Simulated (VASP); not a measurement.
Here is a VASP 6.6.1 calculation.

INCAR

```
ALGO = Normal ; EDIFF = 1E-7
ENCUT = 520 ; GGA = PE
ISIF = 2 ; ISMEAR = 0
LASPH = True ; LCHARG = True
LELF = True ; LREAL = False
LVHAR = True ; LWAVE = False
NBANDS = 34 ; NELM = 100
PREC = Accurate ; SIGMA = 0.01
```

File KPOINTS:

```
k-points
0
Gamma
  6 6 4
```

File POSCAR:

```
SiO2
1.0
    5.0536022020      0.0000000000      0.0000000000
   -2.5268011010      4.3765478876      0.0000000000
    0.0000000000      0.0000000000      5.5281172179
Si O
3 6
Direct
    0.5000000000      0.5000000000      0.3333333333
    0.0000000000      0.5000000000      0.6666666667
    0.5000000000      0.0000000000      0.0000000000
    0.2080061346      0.7919938654      0.8333333333
    0.4160122692      0.2080061346      0.1666666667
    0.2080061346      0.4160122692      0.5000000000
    0.7919938654      0.2080061346      0.8333333333
    0.5839877308      0.7919938654      0.1666666667
    0.7919938654      0.5839877308      0.5000000000
```

Potentials or basis: VASP PAW PBE potentials, release 64 (Si, O).

Command:

```sh
$ cat potpaw_PBE.64/Si/POTCAR potpaw_PBE.64/O/POTCAR > POTCAR
$ mpirun -np 1 vasp_std > vasp.out
```

Problem. Predict the pressure.

Solution. 5.8 GPa.

Problem. Predict the band gap on the k mesh.

Solution. 5.74 eV (least direct gap 5.93 eV).

Problem. What does it give for the largest force?

Solution. 0.221 eV/Å.

Stress tensor (GPa, compression positive):
```
5.74 0.00 0.00
0.00 5.74 0.00
0.00 0.00 5.83
```

Caveat: the cell stands under pressure. A k mesh can miss the band edges.
